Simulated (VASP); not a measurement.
# Ni (Fm-3m) in VASP: further runs

Ni is run at these levels: LDA; tasks: single point.

Program: VASP 6.6.1. These are calculated values, not measurements. Logs are shortened: lines on timing, memory, paths and dates and some standing lists are left out, and cuts for length are marked.

**1. The cell of the first run**

Symmetry: Fm-3m, No. 225, cubic system. The conventional cell has a = 3.491 Å, b = 3.491 Å, c = 3.491 Å, α = 90.00°, β = 90.00°, γ = 90.00°. Ni (site symmetry m-3m) has 12 Ni at 2.47 Å within 3.3 Å.

**2. Single point, LDA, collinear spin, ferromagnetic start**

INCAR

```
PREC = Accurate
ENCUT = 520
EDIFF = 1E-6
ISMEAR = 0
SIGMA = 0.15
LREAL = False
LASPH = True
NELM = 150
ALGO = Fast
ISIF = 2
LWAVE = False
LCHARG = False
ISPIN = 2
MAGMOM = 1
LORBIT = 11
NUPDOWN = 1.0
LMAXMIX = 4
NBANDS = 15
```

KPOINTS

```
Automatic mesh
0
Gamma
  24 24 24
```

POSCAR

```
Ni
1.0
    0.0000000000      1.7455396617      1.7455396617
    1.7455396617      0.0000000000      1.7455396617
    1.7455396617      1.7455396617      0.0000000000
Ni
1
Direct
    0.0000000000      0.0000000000      0.0000000000
```

Potentials or basis: VASP PAW LDA potentials, release 64 (Ni).

Command:

```sh
$ cat potpaw_LDA.64/Ni/POTCAR > POTCAR
$ mpirun -np 1 vasp_std > vasp.out
```

OUTCAR:

```text
PREC = Accurate
   ENCUT = 520
   EDIFF = 1E-6
   ISMEAR = 0
   LREAL = False
   LASPH = True
   NELM = 150
   ISIF = 2
   ISPIN = 2
   LORBIT = 11
   NUPDOWN = 1.0

 ion  position               nearest neighbor table
   1  0.000  0.000  0.000-

  LATTYP: Found a face centered cubic cell.
 ALAT       =     3.4910793234

  Lattice vectors:

 A1 = (   0.0000000000,   1.7455396617,   1.7455396617)
 A2 = (   1.7455396617,   0.0000000000,   1.7455396617)
 A3 = (   1.7455396617,   1.7455396617,   0.0000000000)

Analysis of symmetry for initial positions (statically):
=====================================================================
 Subroutine PRICEL returns:
 Original cell was already a primitive cell.

 Routine SETGRP: Setting up the symmetry group for a
 face centered cubic supercell.

 Subroutine GETGRP returns: Found 48 space group operations
 (whereof 48 operations were pure point group operations)
 out of a pool of 48 trial point group operations.

The static configuration has the point symmetry O_h .

Analysis of symmetry for dynamics (positions and initial velocities):
=====================================================================
 Subroutine PRICEL returns:
 Original cell was already a primitive cell.

 Routine SETGRP: Setting up the symmetry group for a
 face centered cubic supercell.

 Subroutine GETGRP returns: Found 48 space group operations
 (whereof 48 operations were pure point group operations)
 out of a pool of 48 trial point group operations.

The dynamic configuration has the point symmetry O_h .

Analysis of structural, dynamic, and magnetic symmetry:
=====================================================================
 Subroutine PRICEL returns:
 Original cell was already a primitive cell.

 Routine SETGRP: Setting up the symmetry group for a
 face centered cubic supercell.

 Subroutine GETGRP returns: Found 48 space group operations
 (whereof 48 operations were pure point group operations)
 out of a pool of 48 trial point group operations.

The overall configuration has the point symmetry O_h .

 Subroutine INISYM returns: Found 48 space group operations
 (whereof 48 operations are pure point group operations),
 and found     1 'primitive' translations

----------------------------------------------------------------------------------------

                                     Primitive cell

  volume of cell :      10.6370

  direct lattice vectors                    reciprocal lattice vectors
     0.000000000  1.745539662  1.745539662    -0.286444365  0.286444365  0.286444365
     1.745539662  0.000000000  1.745539662     0.286444365 -0.286444365  0.286444365
     1.745539662  1.745539662  0.000000000     0.286444365  0.286444365 -0.286444365

  length of vectors
     2.468565863  2.468565863  2.468565863     0.496136194  0.496136194  0.496136194

  position of ions in fractional coordinates (direct lattice)
     0.000000000  0.000000000  0.000000000

  ion indices of the primitive-cell ions
   primitive index   ion index
                 1           1

----------------------------------------------------------------------------------------

 KPOINTS: Automatic mesh

Automatic generation of k-mesh.
 Grid dimensions read from file:
 generate k-points for:   24   24   24

 Generating k-lattice:

  Cartesian coordinates                     Fractional coordinates (reciprocal lattice)
    -0.011935182  0.011935182  0.011935182     0.041666667  0.000000000  0.000000000
     0.011935182 -0.011935182  0.011935182     0.000000000  0.041666667  0.000000000
     0.011935182  0.011935182 -0.011935182     0.000000000  0.000000000  0.041666667

  Length of vectors
     0.020672341  0.020672341  0.020672341

  Shift w.r.t. Gamma in fractional coordinates (k-lattice)
     0.000000000  0.000000000  0.000000000

 Subroutine IBZKPT returns following result:
 ===========================================

 Found    413 irreducible k-points:

 Following reciprocal coordinates:
            Coordinates               Weight
  0.000000  0.000000  0.000000      1.000000
  0.041667  0.000000  0.000000      8.000000
  0.083333  0.000000  0.000000      8.000000
  0.125000  0.000000  0.000000      8.000000
  0.166667  0.000000  0.000000      8.000000
  0.208333  0.000000  0.000000      8.000000
[... 16 lines left out ...]
  0.416667  0.041667  0.000000     24.000000
  0.458333  0.041667  0.000000     24.000000
 [... further k-points ...]
   k-points           NKPTS =    413   k-points in BZ     NKDIM =    413   number of bands    NBANDS=     15
   number of dos      NEDOS =    301   number of ions     NIONS =      1
   total plane-waves  NPLWV =   5832
   dimension x,y,z NGX =    18 NGY =   18 NGZ =   18
   dimension x,y,z NGXF=    36 NGYF=   36 NGZF=   36
   ions per type =               1
   NGX,Y,Z   is equivalent  to a cutoff of  12.12, 12.12, 12.12 a.u.
   NGXF,Y,Z  is equivalent  to a cutoff of  24.24, 24.24, 24.24 a.u.
 SYSTEM =  unknown system
   PREC   = accura    normal or accurate (medium, high low for compatibility)
   ISTART =      0    job   : 0-new  1-cont  2-samecut
   ICHARG =      2    charge: 1-file 2-atom 10-const
   ISPIN  =      2    spin polarized calculation?
   LNONCOLLINEAR =      F non collinear calculations
   LSORBIT =      F    spin-orbit coupling
   LASPH  =      T    aspherical Exc in radial PAW
   ENCUT  =  520.0 eV  38.22 Ry    6.18 a.u.   4.59  4.59  4.59*2*pi/ulx,y,z
   NELM   =    150;   NELMIN=  2; NELMDL= -5     # of ELM steps
   EDIFF  = 0.1E-05   stopping-criterion for ELM
   LREAL  =      F    real-space projection
   EDIFFG = 0.1E-04   stopping-criterion for IOM
   NSW    =      0    number of steps for IOM
   IBRION =     -1    ionic relax: 0-MD 1-quasi-New 2-CG
   NFREE  =      0    steps in history (QN), initial steepest desc. (CG)
   ISIF   =      2    stress and relaxation
   ISYM   =      2    0-nonsym 1-usesym 2-fastsym
   POTIM  = 0.5000    time-step for ionic-motion
   TEBEG  =    0.0;   TEEND  =   0.0 temperature during run
   PSTRESS=    0.0 pullay stress
   NELECT =      10.0000    total number of electrons
   NUPDOWN=       1.0000    fix difference up-down
   EMIN   =  10.00;   EMAX   =-10.00  energy-range for DOS
   EFERMI =   0.00;   METHOD = LEGACY
   ISMEAR =     0;   SIGMA  =   0.15  broadening in eV -4-tet -1-fermi 0-gaus
   EFERMI_NEDOS =   21; number of points for ismear=-14 and -15
   IALGO  =     68    algorithm
   IMIX   =      4    mixing-type and parameters
     AMIX     =   0.40;   BMIX     =  1.00
     AMIX_MAG =   1.60;   BMIX_MAG =  1.00
  volume/ion in A,a.u.               =      10.64        71.78
  Fermi-wavevector in a.u.,A,eV,Ry     =   1.603744  3.030637 34.994125  2.571996
  Thomas-Fermi vector in A             =   2.700359
   LORBIT       =     11    0 simple, 1 ext, 2 COOP (PROOUT), +10 PAW based schemes
   GGA     = CA    functional components
   LHFCALC =     F    Hartree Fock is set to
   AEXX    =    0.0000 exact exchange contribution
   IVDW    =     0    specifies the selected vdW correction
   LEPSILON=     F    determine dielectric tensor
   LRPA    =     F    only Hartree local field effects (RPA)
 spin polarized calculation
 RMM-DIIS sequential band-by-band and
 Gauss-broadening in eV      SIGMA  =   0.15
  energy-cutoff  :      520.00
  volume of cell :       10.64
 maximum number of plane-waves:       302
   NGX =  9   NGY =  9   NGZ =  9

 number of electron      10.0000005 magnetization       1.0000001

 Free energy of the ion-electron system (eV)
  ---------------------------------------------------
  ext. energy  EPLUGINS =         0.00000000
  ---------------------------------------------------
  free energy    TOTEN  =        -6.44502731 eV

  energy without entropy =       -6.42906248  energy(sigma->0) =       -6.43704490

 E-fermi :   9.2329     XC(G=0): -13.7621

 val. band max:       10.4478310528   @ k =   0.4583   0.2500   0.0000
 cond. band min:       9.2339448977   @ k =   0.4583   0.3750   0.0833
 fundamental gap:     -1.2138861551
 Fermi energy:        10.4507139299

 spin component 1

 k-point     1 :       0.0000    0.0000    0.0000
  band No.  band energies     occupation
      1       0.1473      1.00000
      2       6.6444      1.00000
      3       6.6444      1.00000
      4       6.6444      1.00000
      5       7.8116      1.00000
      6       7.8116      1.00000
      7      33.2825      0.00000
      8      37.1865      0.00000
      9      37.1865      0.00000
     10      37.1865      0.00000
     11      40.1746      0.00000
     12      40.1746      0.00000
     13      40.1746      0.00000
     14      43.3979      0.00000
     15      49.5489      0.00000

 k-point     2 :       0.0417    0.0000    0.0000
  band No.  band energies     occupation
      1       0.2165      1.00000
      2       6.6264      1.00000
      3       6.6603      1.00000
      4       6.6603      1.00000
      5       7.8047      1.00000
      6       7.8047      1.00000
      7      33.0930      0.00000
      8      36.1248      0.00000
      9      37.0097      0.00000
     10      37.0097      0.00000
     11      40.4315      0.00000
     12      40.4315      0.00000
     13      40.9481      0.00000
     14      43.8845      0.00000
     15      48.7511      0.00000
[... 365 lines left out ...]
      3       6.7282      1.00000
      4       7.5036      1.00000
      5       8.4340      1.00000
      6       8.6072      1.00000
      7      17.1412      0.00000
      8      31.7983      0.00000
      9      33.1637      0.00000
     10      34.5349      0.00000
     11      37.8061      0.00000
     12      38.8727      0.00000
     13      43.5687      0.00000
     14      51.6667      0.00000
     15      54.3999      0.00000

 k-point    24 :       0.4583    0.0417    0.0000
  band No.  band energies     occupation
      1       4.2296      1.00000
      2       6.6310      1.00000
      3       6.6907      1.00000
      4       7.9379      1.00000
      5       8.4987      1.00000
      6       9.0316      1.00000
      7      15.8261      0.00000
      8      31.5966      0.00000
      9      33.3140      0.00000
     10      34.0237      0.00000
     11      37.8167      0.00000
     12      38.3091      0.00000
     13      43.8092      0.00000
     14      53.4504      0.00000
     15      55.8515      0.00000

 [... further k-points ...]

 spin component 2

 k-point     1 :       0.0000    0.0000    0.0000
  band No.  band energies     occupation
      1       0.3198      1.00000
      2       7.5896      1.00000
      3       7.5896      1.00000
      4       7.5896      1.00000
      5       8.7270      1.00000
      6       8.7270      1.00000
      7      33.3756      0.00000
      8      37.3753      0.00000
      9      37.3753      0.00000
     10      37.3753      0.00000
     11      40.5138      0.00000
     12      40.5138      0.00000
     13      40.5138      0.00000
     14      43.4891      0.00000
     15      49.8922      0.00000

 k-point     2 :       0.0417    0.0000    0.0000
  band No.  band energies     occupation
      1       0.3891      1.00000
      2       7.5693      1.00000
      3       7.6063      1.00000
      4       7.6063      1.00000
      5       8.7195      1.00000
      6       8.7195      1.00000
      7      33.2063      0.00000
      8      36.3321      0.00000
      9      37.2148      0.00000
     10      37.2148      0.00000
     11      40.7524      0.00000
     12      40.7524      0.00000
     13      41.2275      0.00000
     14      44.0003      0.00000
     15      49.0900      0.00000
[... 365 lines left out ...]
      3       7.6186      1.00000
      4       8.0038      1.00000
      5       9.4360      0.02779
      6       9.4958      0.00661
      7      17.6424      0.00000
      8      31.9132      0.00000
      9      33.4503      0.00000
     10      34.8167      0.00000
     11      38.0793      0.00000
     12      39.1472      0.00000
     13      43.8929      0.00000
     14      51.9751      0.00000
     15      54.6744      0.00000

 k-point    24 :       0.4583    0.0417    0.0000
  band No.  band energies     occupation
      1       4.8302      1.00000
      2       7.5058      1.00000
      3       7.5761      1.00000
      4       8.4803      1.00000
      5       9.5076      0.00480
      6       9.7498      0.00000
      7      16.3907      0.00000
      8      31.7087      0.00000
      9      33.5940      0.00000
     10      34.2983      0.00000
     11      38.0950      0.00000
     12      38.5926      0.00000
     13      44.1633      0.00000
     14      53.7585      0.00000
     15      56.1270      0.00000

 [... further k-points ...]
[... 5 lines left out ...]
  --------------------------------------------------------------------------------------
  -------------------------------------------------------------------------------------
  Total       -0.6145318     -0.6145318     -0.6145318      0.0000000      0.0000000     -0.0000000
  in kB      -92.5626585    -92.5626585    -92.5626585      0.0000000      0.0000000     -0.0000000
  external PRESSURE =     -92.5626585 kB  Pullay stress =       0.0000000 kB

 VOLUME and BASIS-vectors are now :
 -----------------------------------------------------------------------------
  energy-cutoff  :      520.00
  volume of cell :       10.64
      direct lattice vectors                 reciprocal lattice vectors
     0.000000000  1.745539662  1.745539662    -0.286444365  0.286444365  0.286444365
     1.745539662  0.000000000  1.745539662     0.286444365 -0.286444365  0.286444365
     1.745539662  1.745539662  0.000000000     0.286444365  0.286444365 -0.286444365

 POSITION                                       TOTAL-FORCE (eV/Angst)
 -----------------------------------------------------------------------------------
      0.00000      0.00000      0.00000         0.000000      0.000000      0.000000
 -----------------------------------------------------------------------------------
    total drift:                                0.000000     -0.000000     -0.000000

  FREE ENERGIE OF THE ION-ELECTRON SYSTEM (eV)
  ---------------------------------------------------
  free  energy   TOTEN  =        -6.4450273127 eV

  energy  without entropy=       -6.4290624849  energy(sigma->0) =       -6.43704490

 total charge

# of ion       s       p       d       tot
------------------------------------------
    1        0.523   0.542   8.285   9.350

 magnetization (x)

# of ion       s       p       d       tot
------------------------------------------
    1        0.012   0.015   0.958   0.985
```

It took 2.2 min on 1 thread of Intel Xeon Platinum 8488C (Sapphire Rapids), shared host; peak memory 0.2 GiB.

What came out:

```yaml
Free_energy: -6.4450 eV
Pressure: -9.3 GPa
Net_moment: 1.00 μB per cell
Site_moments: Ni +0.98 μB
Valence_electrons_inside_the_program's_atomic_spheres: Ni 9.35
```

Caveat: the total moment is fixed, so each spin has its own Fermi level.

**3. Single point, LDA, collinear spin, ferromagnetic start**

INCAR

```
SYSTEM = Ni
PREC = Accurate ; ENCUT = 520
EDIFF = 1E-6 ; ISMEAR = 0
SIGMA = 0.15 ; LREAL = .FALSE.
LASPH = .TRUE. ; NELM = 150
ALGO = Normal ; ISIF = 2
LWAVE = .FALSE. ; LCHARG = .TRUE.
ISPIN = 2 ; MAGMOM = 0.5
LORBIT = 11 ; NUPDOWN = 0.5
LMAXMIX = 4 ; GGA = CA
LELF = .TRUE. ; LVHAR = .TRUE.
NBANDS = 15
```

KPOINTS

```
Automatic mesh
0
G
  24 24 24
  0 0 0
```

POSCAR is that of step 2.

Potentials or basis: VASP PAW LDA potentials, release 64 (Ni).

Command:

```sh
$ cat potpaw_LDA.64/Ni/POTCAR > POTCAR
$ mpirun -np 1 vasp_std > vasp.out
```

Run time: 1.8 min. Hardware: 1 thread of Intel Xeon Platinum 8488C (Sapphire Rapids), shared host; peak memory 0.2 GiB.

Results (log left out):

```
Free energy                                           : -6.5598 eV
Pressure                                              : -13.1 GPa
Net moment                                            : 0.50 μB per cell
Site moments                                          : Ni +0.51 μB
Valence electrons inside the program's atomic spheres : Ni 9.36
```

Caveat: the total moment is fixed, so each spin has its own Fermi level.
